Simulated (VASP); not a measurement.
# KI (I4/mmm) in VASP: a series of runs

The runs below take KI through single point, with PBE.

Program: VASP 6.6.1. These are calculated values, not measurements. Logs are shortened: lines on timing, memory, paths and dates and some standing lists are left out, and cuts for length are marked.

## (1) The cell of the first run

It takes space group I4/mmm (No. 139, tetragonal). Conventional cell: a = 4.984 Å, b = 4.984 Å, c = 6.767 Å, α = 90.00°, β = 90.00°, γ = 90.00°. Within 4.4 Å of K (site symmetry 4/mmm) lie 6 I at 3.38 to 3.52 Å. Within 4.4 Å of I (site symmetry 4/mmm) lie 6 K at 3.38 to 3.52 Å.

## (2) Single point, PBE (strain +0.000 along x and y, -0.040 along z)

Input file INCAR:

```
PREC = Accurate ; ENCUT = 520
EDIFF = 1E-6 ; ISMEAR = 0
SIGMA = 0.05 ; LREAL = False
LASPH = True ; NELM = 100
ALGO = Normal ; ISIF = 2
LWAVE = False ; LCHARG = True
GGA = PE ; LELF = True
LVHAR = True ; NBANDS = 15
```

Input file KPOINTS:

```
regular mesh
0
Gamma
  6 6 6
```

Input file POSCAR:

```
KI
1.0
    0.0000000000      3.5245500000      3.3835680000
    3.5245500000      0.0000000000      3.3835680000
    3.5245500000      3.5245500000      0.0000000000
K I
1 1
Direct
    0.0000000000      0.0000000000      0.0000000000
    0.5000000000      0.5000000000      0.5000000000
```

Potentials or basis: VASP PAW PBE potentials, release 64 (K_sv, I).

Command:

```sh
$ cat potpaw_PBE.64/K_sv/POTCAR potpaw_PBE.64/I/POTCAR > POTCAR
$ mpirun -np 1 vasp_std > vasp.out
```

OUTCAR:

```text
PREC = Accurate
   ENCUT = 520
   EDIFF = 1E-6
   ISMEAR = 0
   LREAL = False
   LASPH = True
   NELM = 100
   ISIF = 2
   GGA = PE

 ion  position               nearest neighbor table
   1  0.000  0.000  0.000-   2 3.38   2 3.38   2 3.52   2 3.52   2 3.52   2 3.52
   2  0.500  0.500  0.500-   1 3.38   1 3.38   1 3.52   1 3.52   1 3.52   1 3.52

  LATTYP: Found a body centered tetragonal cell.
 ALAT       =     4.9844664113
 C/A-ratio  =     1.3576450199

  Lattice vectors:

 A1 = (   0.0000000000,  -3.5245500000,  -3.3835680000)
 A2 = (   0.0000000000,   3.5245500000,  -3.3835680000)
 A3 = (   3.5245500000,   0.0000000000,   3.3835680000)

Analysis of symmetry for initial positions (statically):
=====================================================================
 Subroutine PRICEL returns:
 Original cell was already a primitive cell.

 Routine SETGRP: Setting up the symmetry group for a
 body centered tetragonal supercell.

 Subroutine GETGRP returns: Found 16 space group operations
 (whereof 16 operations were pure point group operations)
 out of a pool of 16 trial point group operations.

The static configuration has the point symmetry D_4h.

Analysis of symmetry for dynamics (positions and initial velocities):
=====================================================================
 Subroutine PRICEL returns:
 Original cell was already a primitive cell.

 Routine SETGRP: Setting up the symmetry group for a
 body centered tetragonal supercell.

 Subroutine GETGRP returns: Found 16 space group operations
 (whereof 16 operations were pure point group operations)
 out of a pool of 16 trial point group operations.

The dynamic configuration has the point symmetry D_4h.

 Subroutine INISYM returns: Found 16 space group operations
 (whereof 16 operations are pure point group operations),
 and found     1 'primitive' translations

----------------------------------------------------------------------------------------

                                     Primitive cell

  volume of cell :      84.0644

  direct lattice vectors                    reciprocal lattice vectors
     0.000000000  3.524550000  3.383568000    -0.141862082  0.141862082  0.147773002
     3.524550000  0.000000000  3.383568000     0.141862082 -0.141862082  0.147773002
     3.524550000  3.524550000  0.000000000     0.141862082  0.141862082 -0.147773002

  length of vectors
     4.885794215  4.885794215  4.984466411     0.249171749  0.249171749  0.249171749

  position of ions in fractional coordinates (direct lattice)
     0.000000000  0.000000000  0.000000000
     0.500000000  0.500000000  0.500000000

  ion indices of the primitive-cell ions
   primitive index   ion index
                 1           1
                 2           2

----------------------------------------------------------------------------------------

 KPOINTS: regular mesh

Automatic generation of k-mesh.
 Grid dimensions read from file:
 generate k-points for:    6    6    6

 Generating k-lattice:

  Cartesian coordinates                     Fractional coordinates (reciprocal lattice)
    -0.023643680  0.023643680  0.024628834     0.166666667  0.000000000  0.000000000
     0.023643680 -0.023643680  0.024628834     0.000000000  0.166666667  0.000000000
     0.023643680  0.023643680 -0.024628834    -0.000000000 -0.000000000  0.166666667

  Length of vectors
     0.041528625  0.041528625  0.041528625

  Shift w.r.t. Gamma in fractional coordinates (k-lattice)
     0.000000000  0.000000000  0.000000000

 Subroutine IBZKPT returns following result:
 ===========================================

 Found     30 irreducible k-points:

 Following reciprocal coordinates:
            Coordinates               Weight
  0.000000  0.000000  0.000000      1.000000
  0.166667  0.000000  0.000000      8.000000
  0.333333  0.000000  0.000000      8.000000
  0.500000 -0.000000  0.000000      4.000000
  0.166667  0.166667  0.000000      2.000000
  0.333333  0.166667  0.000000      8.000000
[... 16 lines left out ...]
  0.333333  0.000000  0.333333      4.000000
  0.500000  0.000000  0.333333     16.000000
 [... further k-points ...]
   k-points           NKPTS =     30   k-points in BZ     NKDIM =     30   number of bands    NBANDS=     15
   number of dos      NEDOS =    301   number of ions     NIONS =      2
   total plane-waves  NPLWV =  51840
   dimension x,y,z NGX =    36 NGY =   36 NGZ =   40
   dimension x,y,z NGXF=    72 NGYF=   72 NGZF=   80
   ions per type =               1   1
   NGX,Y,Z   is equivalent  to a cutoff of  12.25, 12.25, 13.34 a.u.
   NGXF,Y,Z  is equivalent  to a cutoff of  24.50, 24.50, 26.68 a.u.
 SYSTEM =  unknown system
   PREC   = accura    normal or accurate (medium, high low for compatibility)
   ISTART =      0    job   : 0-new  1-cont  2-samecut
   ICHARG =      2    charge: 1-file 2-atom 10-const
   ISPIN  =      1    spin polarized calculation?
   LNONCOLLINEAR =      F non collinear calculations
   LSORBIT =      F    spin-orbit coupling
   LASPH  =      T    aspherical Exc in radial PAW
   ENCUT  =  520.0 eV  38.22 Ry    6.18 a.u.   9.08  9.08  9.27*2*pi/ulx,y,z
   NELM   =    100;   NELMIN=  2; NELMDL= -5     # of ELM steps
   EDIFF  = 0.1E-05   stopping-criterion for ELM
   LREAL  =      F    real-space projection
   EDIFFG = 0.1E-04   stopping-criterion for IOM
   NSW    =      0    number of steps for IOM
   IBRION =     -1    ionic relax: 0-MD 1-quasi-New 2-CG
   NFREE  =      0    steps in history (QN), initial steepest desc. (CG)
   ISIF   =      2    stress and relaxation
   ISYM   =      2    0-nonsym 1-usesym 2-fastsym
   POTIM  = 0.5000    time-step for ionic-motion
   TEBEG  =    0.0;   TEEND  =   0.0 temperature during run
   PSTRESS=    0.0 pullay stress
   NELECT =      16.0000    total number of electrons
   NUPDOWN=      -1.0000    fix difference up-down
   EMIN   =  10.00;   EMAX   =-10.00  energy-range for DOS
   EFERMI =   0.00;   METHOD = LEGACY
   ISMEAR =     0;   SIGMA  =   0.05  broadening in eV -4-tet -1-fermi 0-gaus
   EFERMI_NEDOS =   21; number of points for ismear=-14 and -15
   IALGO  =     38    algorithm
   IMIX   =      4    mixing-type and parameters
     AMIX     =   0.40;   BMIX     =  1.00
     AMIX_MAG =   1.60;   BMIX_MAG =  1.00
  volume/ion in A,a.u.               =      42.03       283.65
  Fermi-wavevector in a.u.,A,eV,Ry     =   0.941696  1.779547 12.065530  0.886791
  Thomas-Fermi vector in A             =   2.069232
   LORBIT       =      0    0 simple, 1 ext, 2 COOP (PROOUT), +10 PAW based schemes
   GGA     = PE    functional components
   LHFCALC =     F    Hartree Fock is set to
   AEXX    =    0.0000 exact exchange contribution
   IVDW    =     0    specifies the selected vdW correction
   LEPSILON=     F    determine dielectric tensor
   LRPA    =     F    only Hartree local field effects (RPA)
 non-spin polarized calculation
 Gauss-broadening in eV      SIGMA  =   0.05
  energy-cutoff  :      520.00
  volume of cell :       84.06
 maximum number of plane-waves:      2304
   NGX = 19   NGY = 19   NGZ = 19

 number of electron      15.9999998 magnetization

 Free energy of the ion-electron system (eV)
  ---------------------------------------------------
  ext. energy  EPLUGINS =         0.00000000
  ---------------------------------------------------
  free energy    TOTEN  =        -5.52101841 eV

  energy without entropy =       -5.52101841  energy(sigma->0) =       -5.52101841

 E-fermi :   0.1680     XC(G=0):  -7.3648

 val. band max:       -0.1457266077   @ k =   0.0000   0.0000   0.0000
 cond. band min:       3.9136438375   @ k =   0.0000   0.0000   0.0000
 fundamental gap:      4.0593704452
 Fermi energy:         0.1680375676

 k-point     1 :       0.0000    0.0000    0.0000
  band No.  band energies     occupation
      1     -28.5780      2.00000
      2     -12.0775      2.00000
      3     -12.0712      2.00000
      4     -12.0712      2.00000
      5     -10.7389      2.00000
      6      -0.1648      2.00000
      7      -0.1648      2.00000
      8      -0.1457      2.00000
      9       3.9136      0.00000
     10       6.2329      0.00000
     11       6.2329      0.00000
     12       6.4875      0.00000
     13       6.9772      0.00000
     14       7.1616      0.00000
     15       9.6867      0.00000

 k-point     2 :       0.1667    0.0000    0.0000
  band No.  band energies     occupation
      1     -28.5773      2.00000
      2     -12.1315      2.00000
      3     -12.0745      2.00000
      4     -12.0726      2.00000
      5     -10.6438      2.00000
      6      -0.6145      2.00000
      7      -0.2691      2.00000
      8      -0.2548      2.00000
      9       4.5584      0.00000
     10       6.2434      0.00000
     11       6.5452      0.00000
     12       6.7094      0.00000
     13       7.3180      0.00000
     14       7.5184      0.00000
     15      10.6004      0.00000

 k-point     3 :       0.3333    0.0000    0.0000
  band No.  band energies     occupation
      1     -28.5760      2.00000
      2     -12.2291      2.00000
      3     -12.0754      2.00000
      4     -12.0745      2.00000
      5     -10.4677      2.00000
      6      -1.3073      2.00000
      7      -0.4601      2.00000
      8      -0.4435      2.00000
      9       5.2597      0.00000
     10       6.9813      0.00000
     11       7.2818      0.00000
     12       7.4499      0.00000
     13       8.2304      0.00000
     14       8.4232      0.00000
     15       9.6873      0.00000
[... 343 lines left out ...]
 k-point    23 :       0.3333    0.0000    0.3333
  band No.  band energies     occupation
      1     -28.5755      2.00000
      2     -12.1426      2.00000
      3     -12.0958      2.00000
      4     -12.0846      2.00000
      5     -10.5687      2.00000
      6      -1.1782      2.00000
      7      -0.4624      2.00000
      8      -0.4374      2.00000
      9       4.9737      0.00000
     10       5.6812      0.00000
     11       7.7017      0.00000
     12       8.0070      0.00000
     13       8.6018      0.00000
     14       8.7537      0.00000
     15       9.8536      0.00000

 k-point    24 :       0.5000    0.0000    0.3333
  band No.  band energies     occupation
      1     -28.5748      2.00000
      2     -12.1529      2.00000
      3     -12.1064      2.00000
      4     -12.0885      2.00000
      5     -10.5269      2.00000
      6      -1.2092      2.00000
      7      -0.7175      2.00000
      8      -0.5277      2.00000
      9       5.1375      0.00000
     10       6.2187      0.00000
     11       7.6927      0.00000
     12       8.1019      0.00000
     13       8.8553      0.00000
     14       9.2795      0.00000
     15       9.7344      0.00000

 [... further k-points ...]
[... 5 lines left out ...]
  --------------------------------------------------------------------------------------
  -------------------------------------------------------------------------------------
  Total        0.4802306      0.4802306      1.2713444      0.0000000      0.0000000     -0.0000000
  in kB        9.1526783      9.1526783     24.2304540      0.0000000      0.0000000     -0.0000000
  external PRESSURE =      14.1786035 kB  Pullay stress =       0.0000000 kB

 VOLUME and BASIS-vectors are now :
 -----------------------------------------------------------------------------
  energy-cutoff  :      520.00
  volume of cell :       84.06
      direct lattice vectors                 reciprocal lattice vectors
     0.000000000  3.524550000  3.383568000    -0.141862082  0.141862082  0.147773002
     3.524550000  0.000000000  3.383568000     0.141862082 -0.141862082  0.147773002
     3.524550000  3.524550000  0.000000000     0.141862082  0.141862082 -0.147773002

 POSITION                                       TOTAL-FORCE (eV/Angst)
 -----------------------------------------------------------------------------------
      0.00000      0.00000      0.00000         0.000000      0.000000      0.000000
      3.52455      3.52455      3.38357        -0.000000     -0.000000     -0.000000
 -----------------------------------------------------------------------------------
    total drift:                                0.000000      0.000000      0.000000

  FREE ENERGIE OF THE ION-ELECTRON SYSTEM (eV)
  ---------------------------------------------------
  free  energy   TOTEN  =        -5.5210184142 eV

  energy  without entropy=       -5.5210184142  energy(sigma->0) =       -5.52101841
```

It took 27 s on 1 thread of Intel Xeon Platinum 8488C (Sapphire Rapids), shared host; peak memory 0.22 GiB.

What came out:

- Free energy: -5.5210 eV
- Pressure: 1.4 GPa
- Band gap on the k mesh: 4.06 eV, direct

Levels at points of the mesh, in eV from the valence-band top:
| k point | band 5 | band 6 | band 7 | band 8 | band 9 | band 10 | band 11 | band 12 |
| --- | --- | --- | --- | --- | --- | --- | --- | --- |
| (0.00, 0.00, 0.00) | -10.59 | -0.02 | -0.02 | 0.00 | 4.06 | 6.38 | 6.38 | 6.63 |
| (0.50, 0.00, 0.00) | -10.24 | -1.45 | -0.40 | -0.39 | 5.55 | 7.82 | 8.07 | 8.41 |
| (0.50, 0.50, 0.00) | -10.42 | -1.04 | -0.46 | -0.46 | 4.81 | 5.88 | 8.20 | 8.88 |
| (0.50, 0.00, 0.50) | -10.43 | -1.10 | -0.40 | -0.36 | 4.85 | 5.87 | 8.09 | 8.87 |

Caveat: the cell differs from its parent crystal (strain +0.000 along x and y, -0.040 along z); spin-orbit coupling is left out, which moves the levels of the heavy elements.

## (3) Single point, PBE (strain -0.040 along x and y, +0.080 along z)

Input file INCAR:

```
SYSTEM = KI
ALGO = Normal ; EDIFF = 1E-7
ENCUT = 520 ; GGA = PE
ISIF = 2 ; ISMEAR = 0
LASPH = .TRUE. ; LCHARG = .FALSE.
LREAL = .FALSE. ; LWAVE = .FALSE.
NBANDS = 15 ; NELM = 80
PREC = Accurate ; SIGMA = 0.05
```

Input file KPOINTS:

```
k-points
0
G
  6 6 6
  0 0 0
```

Input file POSCAR:

```
KI
1.0
    0.0000000000      3.3835680000      3.8065140000
    3.3835680000      0.0000000000      3.8065140000
    3.3835680000      3.3835680000      0.0000000000
K I
1 1
Direct
    0.0000000000      0.0000000000      0.0000000000
    0.5000000000      0.5000000000      0.5000000000
```

Potentials or basis: VASP PAW PBE potentials, release 64 (K_sv, I).

Command:

```sh
$ cat potpaw_PBE.64/K_sv/POTCAR potpaw_PBE.64/I/POTCAR > POTCAR
$ mpirun -np 1 vasp_std > vasp.out
```

Run time: 33 s. Hardware: 1 thread of Intel Xeon Platinum 8488C (Sapphire Rapids), shared host; peak memory 0.24 GiB.

It converged, with:

- Free energy: -5.4885 eV
- Pressure: 1.3 GPa
- Band gap on the k mesh: 3.95 eV, direct

Stress tensor (GPa, compression positive):
```
 2.22  0.00  0.00
 0.00  2.22  0.00
 0.00  0.00 -0.61
```

Levels at points of the mesh, in eV from the valence-band top:
```
           k point  band 6  band 7  band 8  band 9  band 10  band 11
(0.00, 0.00, 0.00)   -0.05    0.00    0.00    3.95     6.03     6.74
(0.50, 0.00, 0.00)   -1.39   -0.41   -0.35    5.50     7.66     7.83
(0.50, 0.50, 0.00)   -1.09   -0.26   -0.26    4.95     5.84     7.94
(0.50, 0.00, 0.50)   -0.99   -0.52   -0.37    4.89     5.82     8.16
```

Caveat: the cell differs from its parent crystal (strain -0.040 along x and y, +0.080 along z); spin-orbit coupling is left out, which moves the levels of the heavy elements.
